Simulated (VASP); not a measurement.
# Ir (Pm-3m) in VASP: further runs

Runs on Ir. Level: LDA. Tasks: single point.

Program: VASP 6.6.1. These are calculated values, not measurements. Logs are shortened: lines on timing, memory, paths and dates and some standing lists are left out, and cuts for length are marked.

### 1 The cell of the first run

Symmetry: Pm-3m, No. 221, cubic system. The conventional cell has a = 2.594 Å, b = 2.594 Å, c = 2.594 Å, α = 90.00°, β = 90.00°, γ = 90.00°. Ir (site symmetry m-3m) has 6 Ir at 2.59 Å within 3.4 Å.

This isn't the form of Ir at room conditions, which is fcc.

### 2 Single point, LDA (17.45 Å³/atom)

INCAR reads:

```
ALGO = Normal
EDIFF = 1E-6
ENCUT = 560
GGA = CA
GGA_COMPAT = False
ISIF = 2
ISMEAR = -1
LASPH = True
LCHARG = False
LREAL = False
LWAVE = False
NBANDS = 14
NELM = 120
PREC = Accurate
SIGMA = 0.1
```

KPOINTS reads:

```
k-points
0
Gamma
  14 14 14
```

POSCAR reads:

```
Ir
1.0
    2.5937362337      0.0000000000      0.0000000000
    0.0000000000      2.5937362337      0.0000000000
    0.0000000000      0.0000000000      2.5937362337
Ir
1
Direct
    0.0000000000      0.0000000000      0.0000000000
```

Potentials or basis: VASP PAW LDA potentials, release 64 (Ir_sv_GW).

Launch:

```console
$ cat potpaw_LDA.64/Ir_sv_GW/POTCAR > POTCAR
$ mpirun -np 1 vasp_std > vasp.out
```

OUTCAR:

```text
EDIFF = 1E-6
   ENCUT = 560
   GGA = CA
   ISIF = 2
   ISMEAR = -1
   LASPH = True
   LREAL = False
   NELM = 120
   PREC = Accurate

 ion  position               nearest neighbor table
   1  0.000  0.000  0.000-

  LATTYP: Found a simple cubic cell.
 ALAT       =     2.5937362337

  Lattice vectors:

 A1 = (   2.5937362337,   0.0000000000,   0.0000000000)
 A2 = (   0.0000000000,   2.5937362337,   0.0000000000)
 A3 = (   0.0000000000,   0.0000000000,   2.5937362337)

Analysis of symmetry for initial positions (statically):
=====================================================================
 Subroutine PRICEL returns:
 Original cell was already a primitive cell.

 Routine SETGRP: Setting up the symmetry group for a
 simple cubic supercell.

 Subroutine GETGRP returns: Found 48 space group operations
 (whereof 48 operations were pure point group operations)
 out of a pool of 48 trial point group operations.

The static configuration has the point symmetry O_h .

Analysis of symmetry for dynamics (positions and initial velocities):
=====================================================================
 Subroutine PRICEL returns:
 Original cell was already a primitive cell.

 Routine SETGRP: Setting up the symmetry group for a
 simple cubic supercell.

 Subroutine GETGRP returns: Found 48 space group operations
 (whereof 48 operations were pure point group operations)
 out of a pool of 48 trial point group operations.

The dynamic configuration has the point symmetry O_h .

 Subroutine INISYM returns: Found 48 space group operations
 (whereof 48 operations are pure point group operations),
 and found     1 'primitive' translations

----------------------------------------------------------------------------------------

                                     Primitive cell

  volume of cell :      17.4493

  direct lattice vectors                    reciprocal lattice vectors
     2.593736234  0.000000000  0.000000000     0.385544215  0.000000000  0.000000000
     0.000000000  2.593736234  0.000000000     0.000000000  0.385544215  0.000000000
     0.000000000  0.000000000  2.593736234     0.000000000  0.000000000  0.385544215

  length of vectors
     2.593736234  2.593736234  2.593736234     0.385544215  0.385544215  0.385544215

  position of ions in fractional coordinates (direct lattice)
     0.000000000  0.000000000  0.000000000

  ion indices of the primitive-cell ions
   primitive index   ion index
                 1           1

----------------------------------------------------------------------------------------

 KPOINTS: k-points

Automatic generation of k-mesh.
 Grid dimensions read from file:
 generate k-points for:   14   14   14

 Generating k-lattice:

  Cartesian coordinates                     Fractional coordinates (reciprocal lattice)
     0.027538872  0.000000000  0.000000000     0.071428571  0.000000000  0.000000000
     0.000000000  0.027538872  0.000000000     0.000000000  0.071428571  0.000000000
     0.000000000  0.000000000  0.027538872     0.000000000  0.000000000  0.071428571

  Length of vectors
     0.027538872  0.027538872  0.027538872

  Shift w.r.t. Gamma in fractional coordinates (k-lattice)
     0.000000000  0.000000000  0.000000000

 Subroutine IBZKPT returns following result:
 ===========================================

 Found    120 irreducible k-points:

 Following reciprocal coordinates:
            Coordinates               Weight
  0.000000  0.000000  0.000000      1.000000
  0.071429  0.000000  0.000000      6.000000
  0.142857  0.000000  0.000000      6.000000
  0.214286  0.000000  0.000000      6.000000
  0.285714  0.000000  0.000000      6.000000
  0.357143  0.000000  0.000000      6.000000
[... 16 lines left out ...]
  0.285714  0.214286  0.000000     24.000000
  0.357143  0.214286  0.000000     24.000000
 [... further k-points ...]
   k-points           NKPTS =    120   k-points in BZ     NKDIM =    120   number of bands    NBANDS=     14
   number of dos      NEDOS =    301   number of ions     NIONS =      1
   total plane-waves  NPLWV =   8000
   dimension x,y,z NGX =    20 NGY =   20 NGZ =   20
   dimension x,y,z NGXF=    40 NGYF=   40 NGZF=   40
   ions per type =               1
   NGX,Y,Z   is equivalent  to a cutoff of  12.82, 12.82, 12.82 a.u.
   NGXF,Y,Z  is equivalent  to a cutoff of  25.64, 25.64, 25.64 a.u.
 SYSTEM =  unknown system
   PREC   = accura    normal or accurate (medium, high low for compatibility)
   ISTART =      0    job   : 0-new  1-cont  2-samecut
   ICHARG =      2    charge: 1-file 2-atom 10-const
   ISPIN  =      1    spin polarized calculation?
   LNONCOLLINEAR =      F non collinear calculations
   LSORBIT =      F    spin-orbit coupling
   LASPH  =      T    aspherical Exc in radial PAW
   ENCUT  =  560.0 eV  41.16 Ry    6.42 a.u.   5.00  5.00  5.00*2*pi/ulx,y,z
   NELM   =    120;   NELMIN=  2; NELMDL= -5     # of ELM steps
   EDIFF  = 0.1E-05   stopping-criterion for ELM
   LREAL  =      F    real-space projection
   EDIFFG = 0.1E-04   stopping-criterion for IOM
   NSW    =      0    number of steps for IOM
   IBRION =     -1    ionic relax: 0-MD 1-quasi-New 2-CG
   NFREE  =      0    steps in history (QN), initial steepest desc. (CG)
   ISIF   =      2    stress and relaxation
   ISYM   =      2    0-nonsym 1-usesym 2-fastsym
   POTIM  = 0.5000    time-step for ionic-motion
   TEBEG  =    0.0;   TEEND  =   0.0 temperature during run
   PSTRESS=    0.0 pullay stress
   NELECT =      17.0000    total number of electrons
   NUPDOWN=      -1.0000    fix difference up-down
   EMIN   =  10.00;   EMAX   =-10.00  energy-range for DOS
   EFERMI =   0.00;   METHOD = LEGACY
   ISMEAR =    -1;   SIGMA  =   0.10  broadening in eV -4-tet -1-fermi 0-gaus
   EFERMI_NEDOS =   21; number of points for ismear=-14 and -15
   IALGO  =     38    algorithm
   IMIX   =      4    mixing-type and parameters
     AMIX     =   0.40;   BMIX     =  1.00
     AMIX_MAG =   1.60;   BMIX_MAG =  1.00
  volume/ion in A,a.u.               =      17.45       117.75
  Fermi-wavevector in a.u.,A,eV,Ry     =   1.622926  3.066885 35.836224  2.633888
  Thomas-Fermi vector in A             =   2.716459
   LORBIT       =      0    0 simple, 1 ext, 2 COOP (PROOUT), +10 PAW based schemes
   GGA     = CA    functional components
   LHFCALC =     F    Hartree Fock is set to
   AEXX    =    0.0000 exact exchange contribution
   IVDW    =     0    specifies the selected vdW correction
   LEPSILON=     F    determine dielectric tensor
   LRPA    =     F    only Hartree local field effects (RPA)
 non-spin polarized calculation
  energy-cutoff  :      560.00
  volume of cell :       17.45
 maximum number of plane-waves:       552
   NGX = 11   NGY = 11   NGZ = 11

 number of electron      16.9999999 magnetization

 Free energy of the ion-electron system (eV)
  ---------------------------------------------------
  ext. energy  EPLUGINS =         0.00000000
  ---------------------------------------------------
  free energy    TOTEN  =        -9.76805669 eV

  energy without entropy =       -9.71872918  energy(sigma->0) =       -9.74339294

 E-fermi :   8.8398     XC(G=0): -13.3221

 val. band max:        8.8193165508   @ k =   0.1429   0.1429   0.0714
 cond. band min:       8.8897318805   @ k =   0.2143   0.0000   0.0000
 fundamental gap:      0.0704153298
 Fermi energy:         8.8397538752

 k-point     1 :       0.0000    0.0000    0.0000
  band No.  band energies     occupation
      1     -82.9736      2.00000
      2     -39.7038      2.00000
      3     -39.7038      2.00000
      4     -39.7038      2.00000
      5      -0.0191      2.00000
      6       3.0965      2.00000
      7       3.0965      2.00000
      8      10.0626      0.00001
      9      10.0626      0.00001
     10      10.0626      0.00001
     11      23.9548      0.00000
     12      23.9548      0.00000
     13      23.9548      0.00000
     14      30.0605      0.00000

 k-point     2 :       0.0714    0.0000    0.0000
  band No.  band energies     occupation
      1     -82.9712      2.00000
      2     -39.7376      2.00000
      3     -39.7008      2.00000
      4     -39.7008      2.00000
      5       0.1347      2.00000
      6       3.1280      2.00000
      7       3.2430      2.00000
      8       9.8968      0.00005
      9       9.8968      0.00005
     10      10.0752      0.00001
     11      22.9982      0.00000
     12      24.2423      0.00000
     13      24.2423      0.00000
     14      30.7015      0.00000

 k-point     3 :       0.1429    0.0000    0.0000
  band No.  band energies     occupation
      1     -82.9658      2.00000
      2     -39.8335      2.00000
      3     -39.6931      2.00000
      4     -39.6931      2.00000
      5       0.5571      2.00000
      6       3.2172      2.00000
      7       3.6926      2.00000
      8       9.4605      0.00402
      9       9.4605      0.00402
     10      10.1108      0.00001
     11      21.0965      0.00000
     12      25.0301      0.00000
     13      25.0301      0.00000
     14      29.7299      0.00000
[... 324 lines left out ...]
 k-point    23 :       0.2857    0.2143    0.0000
  band No.  band energies     occupation
      1     -82.9326      2.00000
      2     -40.0918      2.00000
      3     -39.9298      2.00000
      4     -39.6477      2.00000
      5       2.7663      2.00000
      6       4.4735      2.00000
      7       5.7819      2.00000
      8       7.5868      1.99999
      9       8.4671      1.95298
     10       9.1457      0.08958
     11      18.8182      0.00000
     12      21.9045      0.00000
     13      27.5061      0.00000
     14      29.8319      0.00000

 k-point    24 :       0.3571    0.2143    0.0000
  band No.  band energies     occupation
      1     -82.9243      2.00000
      2     -40.2223      2.00000
      3     -39.9170      2.00000
      4     -39.6363      2.00000
      5       3.2019      2.00000
      6       4.5957      2.00000
      7       5.8354      2.00000
      8       8.0227      1.99943
      9       8.5883      1.85027
     10       9.2112      0.04757
     11      16.9751      0.00000
     12      22.9590      0.00000
     13      26.7155      0.00000
     14      30.5010      0.00000

 [... further k-points ...]
[... 5 lines left out ...]
  --------------------------------------------------------------------------------------
  -------------------------------------------------------------------------------------
  Total       -2.1142602     -2.1142602     -2.1142602      0.0000000      0.0000000      0.0000000
  in kB     -194.1295214   -194.1295214   -194.1295214      0.0000000      0.0000000      0.0000000
  external PRESSURE =    -194.1295214 kB  Pullay stress =       0.0000000 kB

 VOLUME and BASIS-vectors are now :
 -----------------------------------------------------------------------------
  energy-cutoff  :      560.00
  volume of cell :       17.45
      direct lattice vectors                 reciprocal lattice vectors
     2.593736234  0.000000000  0.000000000     0.385544215  0.000000000  0.000000000
     0.000000000  2.593736234  0.000000000     0.000000000  0.385544215  0.000000000
     0.000000000  0.000000000  2.593736234     0.000000000  0.000000000  0.385544215

 POSITION                                       TOTAL-FORCE (eV/Angst)
 -----------------------------------------------------------------------------------
      0.00000      0.00000      0.00000         0.000000      0.000000      0.000000
 -----------------------------------------------------------------------------------
    total drift:                               -0.000000     -0.000000     -0.000000

  FREE ENERGIE OF THE ION-ELECTRON SYSTEM (eV)
  ---------------------------------------------------
  free  energy   TOTEN  =        -9.7680566944 eV

  energy  without entropy=       -9.7187291797  energy(sigma->0) =       -9.74339294
```

It took 17 s on 1 thread of AMD EPYC 7R13 (Zen 3), shared host; peak memory 0.12 GiB.

What came out:

* Free energy: -9.7681 eV
* Pressure: -19.4 GPa
* Band gap on the k mesh: zero (an odd number of electrons rules out a gap without spin polarisation)

Caveat: the cell stands under tension; spin-orbit coupling is left out, which moves the levels of the heavy elements.

(Part 1 of 2 ends here.)

The gap in the log of VASP goes by the Fermi energy; the results here count the filled bands.